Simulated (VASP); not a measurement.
Set up this calculation in VASP 6.6.1, as the native input.

| Item | Value |
| --- | --- |
| Task | single point |
| Functional | PBE |
| Potentials or basis | VASP PAW PBE potentials, release 64 (Pb_d, F) |
| Cutoff | 520 eV |
| k mesh | 7 × 7 × 7 |
| Occupations | fermi-dirac, width 0.03 eV |
| Spin | no spin polarisation |
| Dipole correction | no |
| Further INCAR settings | ALGO = Normal; EDIFF = 1e-06; NBANDS = 21 |

The structure of PbF2 lies in POSCAR:

```
PbF2
1.0
    0.0000000000      2.9579484323      2.9579484323
    2.9579484323      0.0000000000      2.9579484323
    2.9579484323      2.9579484323      0.0000000000
Pb F
1 2
Direct
   -0.0150000000     -0.0150000000     -0.0150000000
    0.7650000000      0.7650000000      0.7650000000
    0.2500000000      0.2500000000      0.2500000000
```

This cell differs from its parent crystal: shortest bond scaled by 0.88.

These files were run (other wordings do the same):

INCAR

```
ALGO = Normal
EDIFF = 1E-6
ENCUT = 520
GGA = PE
ISIF = 2
ISMEAR = -1
LASPH = True
LCHARG = False
LREAL = False
LWAVE = False
NBANDS = 21
NELM = 80
PREC = Accurate
SIGMA = 0.03
```

KPOINTS

```
k-points
0
Gamma
  7 7 7
```

Potentials or basis: VASP PAW PBE potentials, release 64 (Pb_d, F).

Run with:

```sh
$ cat potpaw_PBE.64/Pb_d/POTCAR potpaw_PBE.64/F/POTCAR > POTCAR
$ mpirun -np 1 vasp_std > vasp.out
```

Results of the run:

The pressure is 4.9 GPa, the largest force is 1.003 eV/Å and the band gap on the k mesh is 4.32 eV (least direct gap 4.67 eV).

Caveat: the cell differs from its parent crystal (shortest bond scaled by 0.88); the cell stands under pressure; spin-orbit coupling is left out, which moves the levels of the heavy elements; an odd mesh through Γ misses points on the zone boundary, where band edges can lie; forces of over 1 eV/Å act on the atoms, so gaps and moduli don't describe the material at rest.

Run time: 51 s on 1 thread of Intel Xeon 8259CL, with other jobs on the host, peak memory 0.2 GiB.
